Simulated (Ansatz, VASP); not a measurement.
**MgO in VASP and in Ansatz**

File INCAR:

```
PREC = Accurate ; ENCUT = 520
EDIFF = 1E-6 ; ISMEAR = 0
SIGMA = 0.05 ; LREAL = False
LASPH = True ; NELM = 100
ALGO = Normal ; ISIF = 2
LWAVE = False ; LCHARG = False
GGA = PE ; NBANDS = 11
```

File KPOINTS:

```
Automatic mesh
0
Gamma
  10 10 10
```

Contents of POSCAR:

```
MgO
1.0
    0.0000000000      2.1269229054      2.1269229054
    2.1269229054      0.0000000000      2.1269229054
    2.1269229054      2.1269229054      0.0000000000
Mg O
1 1
Direct
    0.0411392438     -0.0411392438      0.0411392438
    0.5000000000      0.5000000000      0.5000000000
```

Input for Ansatz:

```yaml
crystal:
  lattice:
    - [0.0, 2.1269229054, 2.1269229054]
    - [2.1269229054, 0.0, 2.1269229054]
    - [2.1269229054, 2.1269229054, 0.0]
  atoms:
    - { symbol: Mg, position: [0.0411392438, -0.0411392438, 0.0411392438] }
    - { symbol: O, position: [0.5, 0.5, 0.5] }
basis:
  ecutwfc: 420
kpoints:
  mp_grid: { grid: [10, 10, 10] }
hamiltonian:
  xc: pbe
scf:
  occupations: { method: gaussian, width: 0.05 }
output:
  forces: true
  stress: true
  eigenvalues: true
```

Change from the starting cell: all Mg atoms moved +0.175 Å, as atom 1 along Cartesian [0 1 0].

Alike in both runs: task single point; functional PBE; k mesh 10 × 10 × 10; occupations gaussian, width 0.05 eV; no spin polarisation.

|  | VASP | Ansatz |
| --- | --- | --- |
| version | VASP 6.6.1 | Ansatz 0.2.0 |
| potentials or method | VASP PAW PBE potentials, release 64 (Mg, O), cutoff 520 eV | scalar-relativistic, plane waves, PAW |
| valence electrons in the cell | 8 | 16 |

Ansatz gave:

| Quantity | Value |
| --- | --- |
| gap on the k mesh at the Fermi level (eV) | 4.45 |
| least direct gap on the mesh (eV) | 4.45 |
| pressure (GPa) | 2.8 |
| traceless stress, the component that is largest in VASP (GPa) | 6.74 |
| rms of the force components (eV/Å) | 0.589 |

Q: Which values does VASP return?

A: gap on the k mesh at the Fermi level (eV): 4.44; least direct gap on the mesh (eV): 4.44; pressure (GPa): 2.1; traceless stress, the component that is largest in VASP (GPa): 6.82; rms of the force components (eV/Å): 0.598.

Atom by atom the forces differ by 0.008 eV/Å (rms over components). With one functional, cell and mesh, what is left measures potentials, basis and numerics. VASP's potentials hold 8 valence electrons a cell and Ansatz's 16, so a difference there can come from the potentials and not from the codes.
